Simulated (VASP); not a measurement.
# MnO2 (P-3m1) in VASP: further runs, part 2 of 2

VASP 6.6.1. The steps go on from the part before.

## 4. Single point, LDA, collinear spin, ferromagnetic start (11.27 Å³/atom)

This run uses another cell than the first one, of 11.27 Å³/atom.

Contents of INCAR:

```
PREC = Accurate
ENCUT = 520
EDIFF = 1E-6
ISMEAR = -1
SIGMA = 0.05
LREAL = False
LASPH = True
NELM = 150
ALGO = Normal
ISIF = 2
LWAVE = False
LCHARG = False
ISPIN = 2
MAGMOM = 4 0 0
LORBIT = 11
LMAXMIX = 4
NBANDS = 24
```

Contents of KPOINTS:

```
regular mesh
0
Gamma
  11 11 6
```

Contents of POSCAR:

```
MnO2
1.0
    2.8941690462      0.0000000000      0.0000000000
   -1.4470845231      2.5064239170      0.0000000000
    0.0000000000      0.0000000000      4.6619253983
Mn O
1 2
Direct
    0.0000000000      0.0000000000      0.5000000000
    0.3333333333      0.6666666667      0.7062925700
    0.6666666667      0.3333333333      0.2937074300
```

Potentials or basis: VASP PAW LDA potentials, release 64 (Mn_pv, O).

Command:

```
cat potpaw_LDA.64/Mn_pv/POTCAR potpaw_LDA.64/O/POTCAR > POTCAR
mpirun -np 1 vasp_std > vasp.out
```

OUTCAR:

```text
PREC = Accurate
   ENCUT = 520
   EDIFF = 1E-6
   ISMEAR = -1
   LREAL = False
   LASPH = True
   NELM = 150
   ISIF = 2
   ISPIN = 2
   LORBIT = 11

 ion  position               nearest neighbor table
   1  0.000  0.000  0.500-   2 1.93   3 1.93   3 1.93   2 1.93   3 1.93   2 1.93
   2  0.333  0.667  0.706-   1 1.93   1 1.93   1 1.93
   3  0.667  0.333  0.294-   1 1.93   1 1.93   1 1.93

  LATTYP: Found a hexagonal cell.
 ALAT       =     2.8941690462
 C/A-ratio  =     1.6107992739

  Lattice vectors:

 A1 = (   2.8941690462,   0.0000000000,   0.0000000000)
 A2 = (  -1.4470845231,   2.5064239170,   0.0000000000)
 A3 = (   0.0000000000,   0.0000000000,   4.6619253983)

Analysis of symmetry for initial positions (statically):
=====================================================================
 Subroutine PRICEL returns:
 Original cell was already a primitive cell.

 Routine SETGRP: Setting up the symmetry group for a
 hexagonal supercell.

 Subroutine GETGRP returns: Found 12 space group operations
 (whereof 12 operations were pure point group operations)
 out of a pool of 24 trial point group operations.

The static configuration has the point symmetry D_3d.

Analysis of symmetry for dynamics (positions and initial velocities):
=====================================================================
 Subroutine PRICEL returns:
 Original cell was already a primitive cell.

 Routine SETGRP: Setting up the symmetry group for a
 hexagonal supercell.

 Subroutine GETGRP returns: Found 12 space group operations
 (whereof 12 operations were pure point group operations)
 out of a pool of 24 trial point group operations.

The dynamic configuration has the point symmetry D_3d.

Analysis of structural, dynamic, and magnetic symmetry:
=====================================================================
 Subroutine PRICEL returns:
 Original cell was already a primitive cell.

 Routine SETGRP: Setting up the symmetry group for a
 hexagonal supercell.

 Subroutine GETGRP returns: Found 12 space group operations
 (whereof 12 operations were pure point group operations)
 out of a pool of 24 trial point group operations.

The overall configuration has the point symmetry D_3d.

 Subroutine INISYM returns: Found 12 space group operations
 (whereof 12 operations are pure point group operations),
 and found     1 'primitive' translations

----------------------------------------------------------------------------------------

                                     Primitive cell

  volume of cell :      33.8177

  direct lattice vectors                    reciprocal lattice vectors
     2.894169046  0.000000000  0.000000000     0.345522319  0.199487404  0.000000000
    -1.447084523  2.506423917  0.000000000     0.000000000  0.398974808  0.000000000
     0.000000000  0.000000000  4.661925398     0.000000000  0.000000000  0.214503647

  length of vectors
     2.894169046  2.894169046  4.661925398     0.398974808  0.398974808  0.214503647

  position of ions in fractional coordinates (direct lattice)
     0.000000000  0.000000000  0.500000000
     0.333333333  0.666666667  0.706292570
     0.666666667  0.333333333  0.293707430

  ion indices of the primitive-cell ions
   primitive index   ion index
                 1           1
[... 64 lines left out ...]
 SYSTEM =  unknown system
   PREC   = accura    normal or accurate (medium, high low for compatibility)
   ISTART =      0    job   : 0-new  1-cont  2-samecut
   ICHARG =      2    charge: 1-file 2-atom 10-const
   ISPIN  =      2    spin polarized calculation?
   LNONCOLLINEAR =      F non collinear calculations
   LSORBIT =      F    spin-orbit coupling
   LASPH  =      T    aspherical Exc in radial PAW
   ENCUT  =  520.0 eV  38.22 Ry    6.18 a.u.   5.38  5.38  8.67*2*pi/ulx,y,z
   NELM   =    150;   NELMIN=  2; NELMDL= -5     # of ELM steps
   EDIFF  = 0.1E-05   stopping-criterion for ELM
   LREAL  =      F    real-space projection
   EDIFFG = 0.1E-04   stopping-criterion for IOM
   NSW    =      0    number of steps for IOM
   IBRION =     -1    ionic relax: 0-MD 1-quasi-New 2-CG
   NFREE  =      0    steps in history (QN), initial steepest desc. (CG)
   ISIF   =      2    stress and relaxation
   ISYM   =      2    0-nonsym 1-usesym 2-fastsym
   POTIM  = 0.5000    time-step for ionic-motion
   TEBEG  =    0.0;   TEEND  =   0.0 temperature during run
   PSTRESS=    0.0 pullay stress
   NELECT =      25.0000    total number of electrons
   NUPDOWN=      -1.0000    fix difference up-down
   EMIN   =  10.00;   EMAX   =-10.00  energy-range for DOS
   EFERMI =   0.00;   METHOD = LEGACY
   ISMEAR =    -1;   SIGMA  =   0.05  broadening in eV -4-tet -1-fermi 0-gaus
   EFERMI_NEDOS =   21; number of points for ismear=-14 and -15
   IALGO  =     38    algorithm
   IMIX   =      4    mixing-type and parameters
     AMIX     =   0.40;   BMIX     =  1.00
     AMIX_MAG =   1.60;   BMIX_MAG =  1.00
  volume/ion in A,a.u.               =      11.27        76.07
  Fermi-wavevector in a.u.,A,eV,Ry     =   1.480268  2.797300 29.812982  2.191192
  Thomas-Fermi vector in A             =   2.594323
   LORBIT       =     11    0 simple, 1 ext, 2 COOP (PROOUT), +10 PAW based schemes
   GGA     = CA    functional components
   LHFCALC =     F    Hartree Fock is set to
   AEXX    =    0.0000 exact exchange contribution
   IVDW    =     0    specifies the selected vdW correction
   LEPSILON=     F    determine dielectric tensor
   LRPA    =     F    only Hartree local field effects (RPA)
 spin polarized calculation
  energy-cutoff  :      520.00
  volume of cell :       33.82
 maximum number of plane-waves:       941
 NGX is ok and might be reduce to    24
   NGX = 11   NGY = 11   NGZ = 17

 number of electron      24.9999990 magnetization       2.9993550

 Free energy of the ion-electron system (eV)
  ---------------------------------------------------
  ext. energy  EPLUGINS =         0.00000000
  ---------------------------------------------------
  free energy    TOTEN  =       -26.02839440 eV

  energy without entropy =      -26.02822917  energy(sigma->0) =      -26.02831178

 E-fermi :   2.8938     XC(G=0): -11.2345

 val. band max:        2.6521279772   @ k =   0.0909  -0.0000   0.5000
 cond. band min:       3.1050861373   @ k =   0.0000   0.0000   0.5000
 fundamental gap:      0.4529581601
 Fermi energy:         2.8937537845

 spin component 1

 k-point     1 :       0.0000    0.0000    0.0000
  band No.  band energies     occupation
      1     -47.2031      1.00000
      2     -47.2031      1.00000
      3     -47.1668      1.00000
      4     -16.5633      1.00000
      5     -14.3130      1.00000
      6      -3.4817      1.00000
[... 637 lines left out ...]
     23      22.8030      0.00000
     24      25.0650      0.00000

 [... further k-points ...]

 spin component 2

 k-point     1 :       0.0000    0.0000    0.0000
  band No.  band energies     occupation
      1     -44.3879      1.00000
      2     -44.3879      1.00000
      3     -44.2275      1.00000
      4     -16.3836      1.00000
      5     -14.1752      1.00000
      6      -2.7572      1.00000
[... 637 lines left out ...]
     23      23.4358      0.00000
     24      25.2065      0.00000

 [... further k-points ...]
[... 5 lines left out ...]
  --------------------------------------------------------------------------------------
  -------------------------------------------------------------------------------------
  Total       -3.5276896     -3.5276896     -2.2177653      0.0000000      0.0000000      0.0000000
  in kB     -167.1310766   -167.1310766   -105.0708959      0.0000000      0.0000000      0.0000000
  external PRESSURE =    -146.4443497 kB  Pullay stress =       0.0000000 kB

 VOLUME and BASIS-vectors are now :
 -----------------------------------------------------------------------------
  energy-cutoff  :      520.00
  volume of cell :       33.82
      direct lattice vectors                 reciprocal lattice vectors
     2.894169046  0.000000000  0.000000000     0.345522319  0.199487404  0.000000000
    -1.447084523  2.506423917  0.000000000     0.000000000  0.398974808  0.000000000
     0.000000000  0.000000000  4.661925398     0.000000000  0.000000000  0.214503647

 POSITION                                       TOTAL-FORCE (eV/Angst)
 -----------------------------------------------------------------------------------
      0.00000      0.00000      2.33096         0.000000     -0.000000      0.000000
     -0.00000      1.67095      3.29268         0.000000      0.000000     -0.977811
      1.44708      0.83547      1.36924        -0.000000     -0.000000      0.977811
 -----------------------------------------------------------------------------------
    total drift:                               -0.000000      0.000000      0.000000

  FREE ENERGIE OF THE ION-ELECTRON SYSTEM (eV)
  ---------------------------------------------------
  free  energy   TOTEN  =       -26.0283943987 eV

  energy  without entropy=      -26.0282291666  energy(sigma->0) =      -26.02831178

 total charge

# of ion       s       p       d       tot
------------------------------------------
    1        0.343   6.436   4.914  11.692
    2        1.570   3.367   0.000   4.937
    3        1.570   3.367   0.000   4.937
--------------------------------------------------
tot          3.482  13.170   4.914  21.566

 magnetization (x)

# of ion       s       p       d       tot
------------------------------------------
    1        0.029   0.034   2.756   2.819
    2        0.004   0.040   0.000   0.044
    3        0.004   0.040   0.000   0.044
--------------------------------------------------
tot          0.037   0.114   2.756   2.907
```

OSZICAR:

```text
N       E                     dE             d eps       ncg     rms          rms(c)
DAV:   1     0.241054528143E+03    0.24105E+03   -0.14001E+04  8080   0.118E+03
DAV:   2    -0.192327665540E+02   -0.26029E+03   -0.24432E+03  8856   0.358E+02
DAV:   3    -0.335068767536E+02   -0.14274E+02   -0.14196E+02  9384   0.905E+01
DAV:   4    -0.336347794343E+02   -0.12790E+00   -0.12789E+00  8840   0.906E+00
DAV:   5    -0.336362517119E+02   -0.14723E-02   -0.14723E-02  9616   0.929E-01    0.298E+01
DAV:   6    -0.346376448102E+02   -0.10014E+01   -0.10789E+02  9704   0.755E+01    0.441E+01
DAV:   7    -0.272288778810E+02    0.74088E+01   -0.11614E+02  9344   0.783E+01    0.145E+01
DAV:   8    -0.262759221352E+02    0.95296E+00   -0.28191E+00  8800   0.145E+01    0.597E+00
DAV:   9    -0.260290488165E+02    0.24687E+00   -0.10303E+00 11376   0.905E+00    0.211E+00
DAV:  10    -0.260320160937E+02   -0.29673E-02   -0.85586E-02  8608   0.193E+00    0.111E+00
DAV:  11    -0.260283755563E+02    0.36405E-02   -0.67365E-03  8808   0.619E-01    0.440E-01
DAV:  12    -0.260285734867E+02   -0.19793E-03   -0.57462E-04  8728   0.216E-01    0.187E-01
DAV:  13    -0.260283957486E+02    0.17774E-03   -0.76516E-04  9544   0.298E-01    0.471E-02
DAV:  14    -0.260283934360E+02    0.23126E-05   -0.11172E-04  9480   0.984E-02    0.230E-02
DAV:  15    -0.260283947394E+02   -0.13034E-05   -0.73245E-06  7488   0.219E-02    0.129E-02
DAV:  16    -0.260283943987E+02    0.34069E-06   -0.24105E-06  5160   0.179E-02
   1 F= -.26028394E+02 E0= -.26028312E+02  d E =-.165232E-03  mag=     2.9995
```

It took 94 s on 1 thread of AMD EPYC 9R45 (Zen 5), shared host; peak memory 0.18 GiB.

Results:

- Free energy: -26.0284 eV
- Pressure: -14.6 GPa
- Largest force: 0.978 eV/Å
- Band gap on the k mesh: 0.45 eV (least direct gap 0.50 eV)
- Net moment: 3.00 μB per cell
- Site moments: Mn +2.82; O +0.04 μB
- Valence electrons inside the program's atomic spheres: Mn 11.69; O 4.94

Forces in eV/Å, atoms in the order of the input:
```
Mn   0.000  0.000  0.000
O    0.000  0.000 -0.978
O    0.000  0.000  0.978
```

Levels at points of the mesh, in eV from the valence-band top:
Spin up:
| k point | band 12 | band 13 | band 14 | band 15 | band 16 | band 17 |
| --- | --- | --- | --- | --- | --- | --- |
| (0.00, 0.00, 0.00) | -1.50 | -1.22 | -0.34 | 2.55 | 2.55 | 6.58 |
| (0.00, 0.00, 0.50) | -1.54 | -1.54 | -0.05 | 2.60 | 2.60 | 8.64 |
Spin down:
```
           k point  band 9  band 10  band 11  band 12  band 13  band 14
(0.00, 0.00, 0.00)   -1.39    -1.39    -1.05     0.46     0.46     2.00
(0.00, 0.00, 0.50)   -2.37    -1.43    -1.43     0.45     0.45     2.13
```

Caveat: the cell stands under tension; an odd mesh through Γ misses points on the zone boundary, where band edges can lie; a cell with one magnetic atom can't hold antiferromagnetic order, which such compounds often take.

## 5. Single point, PBEsol, collinear spin, ferromagnetic start (11.06 Å³/atom)

This run uses another cell than the first one, of 11.06 Å³/atom.

Contents of INCAR:

```
SYSTEM = MnO2
ALGO     = Normal         ! electronic algorithm
EDIFF    = 1E-6           ! SCF threshold, eV
ENCUT    = 520            ! plane-wave cutoff, eV
GGA      = PS             ! functional
ISIF     = 2              ! what is computed and relaxed
ISMEAR   = -1             ! smearing method
ISPIN    = 2              ! spin polarisation
LASPH    = .TRUE.         ! aspherical terms in the spheres
LCHARG   = .FALSE.        ! write CHGCAR
LMAXMIX  = 4              ! l up to which the mixer works
LORBIT   = 11             ! projections on sites
LREAL    = .FALSE.        ! projectors in reciprocal space
LWAVE    = .FALSE.        ! write WAVECAR
MAGMOM   = 4 0 0          ! initial moments
NBANDS   = 24             ! bands
NELM     = 150            ! most SCF steps
PREC     = Accurate       ! precision mode
SIGMA    = 0.05           ! smearing width, eV
```

Contents of KPOINTS:

```
k-points
0
G
  11 11 6
  0 0 0
```

Contents of POSCAR:

```
MnO2
1.0
    2.8754964680      0.0000000000      0.0000000000
   -1.4377482340      2.4902529899      0.0000000000
    0.0000000000      0.0000000000      4.6318476229
Mn O
1 2
Direct
    0.0000000000      0.0000000000      0.5000000000
    0.3333333333      0.6666666667      0.7062925700
    0.6666666667      0.3333333333      0.2937074300
```

Potentials or basis: VASP PAW PBE potentials, release 64 (Mn_pv, O).

Command:

```
cat potpaw_PBE.64/Mn_pv/POTCAR potpaw_PBE.64/O/POTCAR > POTCAR
mpirun -np 1 vasp_std > vasp.out
```

Wall time 2.2 min (1 thread of Intel Xeon 8259CL, shared host); peak memory 0.24 GiB.

Results (log left out):

```
Free energy                                           : -25.0406 eV
Pressure                                              : -5.0 GPa
Largest force                                         : 0.357 eV/Å
Band gap on the k mesh                                : 0.77 eV (least direct gap 0.83 eV)
Net moment                                            : 3.00 μB per cell
Site moments                                          : Mn +2.85; O +0.03 μB
Valence electrons inside the program's atomic spheres : Mn 11.72; O 4.96
```

Forces in eV/Å, atoms in the order of the input:
```
Mn   0.000  0.000  0.000
O    0.000  0.000 -0.357
O    0.000  0.000  0.357
```

Stress tensor (GPa, compression positive):
```
-6.14  0.00  0.00
 0.00 -6.14  0.00
 0.00  0.00 -2.81
```

Levels at points of the mesh, in eV from the valence-band top:
Spin up:
```tsv
k point	band 10	band 11	band 12	band 13	band 14	band 15	band 16	band 17	band 18	band 19
(0.00, 0.00, 0.00)	-2.36	-1.39	-1.39	-1.13	-0.37	2.76	2.76	6.87	10.10	14.51
(0.00, 0.00, 0.50)	-2.37	-2.37	-1.44	-1.44	-0.06	2.81	2.81	8.97	9.14	13.36
```
Spin down:
```tsv
k point	band 8	band 9	band 10	band 11	band 12	band 13	band 14	band 15
(0.00, 0.00, 0.00)	-4.95	-1.33	-1.33	-0.98	0.78	0.78	2.35	4.12
(0.00, 0.00, 0.50)	-4.52	-2.29	-1.37	-1.37	0.77	0.77	2.47	4.17
```

Caveat: the cell stands under tension; the PAW data sets were made with another functional, which shifts forces and pressure a little; an odd mesh through Γ misses points on the zone boundary, where band edges can lie; a cell with one magnetic atom can't hold antiferromagnetic order, which such compounds often take.

## 6. Summary

```tsv
level	potentials or basis	cell	gap on the mesh (eV)	pressure (GPa)	moment (μB)	largest force (eV/Å)
LDA	VASP PAW LDA potentials, release 64 (Mn_pv, O)	a = 2.837, b = 2.837, c = 4.570 Å, angles 90.0, 90.0, 120.0°, 3 atoms	0.23	-3.8	3.00	0.16
PBEsol	VASP PAW PBE potentials, release 64 (Mn_pv, O)	a = 2.837, b = 2.837, c = 4.570 Å, angles 90.0, 90.0, 120.0°, 3 atoms	0.62	3.0	3.00	0.22
LDA	VASP PAW LDA potentials, release 64 (Mn_pv, O)	a = 2.894, b = 2.894, c = 4.662 Å, angles 90.0, 90.0, 120.0°, 3 atoms	0.45	-14.6	3.00	0.98
PBEsol	VASP PAW PBE potentials, release 64 (Mn_pv, O)	a = 2.875, b = 2.875, c = 4.632 Å, angles 90.0, 90.0, 120.0°, 3 atoms	0.77	-5.0	3.00	0.36
```

Alike in all rows: task single point; spin collinear, ferromagnetic start; k mesh 11 × 11 × 6; cutoff (eV) 520; smearing fermi-dirac 0.05 eV.

Caveats: an odd mesh through Γ misses points on the zone boundary, where band edges can lie; a cell with one magnetic atom can't hold antiferromagnetic order, which such compounds often take; the cell stands under tension (at least some runs); the PAW data sets were made with another functional, which shifts forces and pressure a little (at least some runs).

Absolute energies hang on the potentials; compare differences alone.
